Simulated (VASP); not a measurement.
# AlCo: single point with revPBE

AlCo:

```
Co Al
1.0
     2.86821    0.00000    0.00000
     0.00000    2.86821    0.00000
     0.00000    0.00000    2.86821
Co Al
1 1
Cartesian
  1.4341 1.4341 1.4341
  0.0000 0.0000 0.0000
```

| Item | Value |
| --- | --- |
| Program | VASP 6.6.1 |
| Task | single point |
| Functional | revPBE |
| Potentials or basis | VASP PAW PBE potentials, release 64 (Co, Al) |
| Cutoff | 520 eV |
| k mesh | 9 × 9 × 9 |
| Occupations | fermi-dirac, width 0.05 eV |
| Spin | collinear spin, ferromagnetic start |
| Starting moments | [2.0, 0.0] μB |
| Dipole correction | no |
| Further INCAR settings | ALGO = Normal; EDIFF = 1e-06; NBANDS = 17 |

* Pressure: -0.2 GPa
* Band gap on the k mesh: zero (filled and empty bands overlap)
* Net moment: 0.00 μB per cell
* Valence electrons inside the program's atomic spheres: Co 8.41; Al 0.81

Levels at points of the mesh, in eV from the Fermi level:
Spin up:
```csv
k point,band 2,band 3,band 4,band 5,band 6,band 7,band 8,band 9,band 10,band 11
"(0.00, 0.00, 0.00)",-2.86,-2.86,-0.82,-0.82,-0.82,5.90,5.90,5.90,8.63,8.63
```
Spin down:
```tsv
k point	band 4	band 5	band 6	band 7	band 8	band 9
(0.00, 0.00, 0.00)	-0.82	-0.82	-0.82	5.90	5.90	5.90
```

It took 14 s on 1 thread of Intel(R) Xeon(R) Platinum 8488C (Sapphire Rapids) (shared host), peak memory 0.15 GiB.

Caveat: the PAW data sets were made with another functional, which shifts forces and pressure a little.
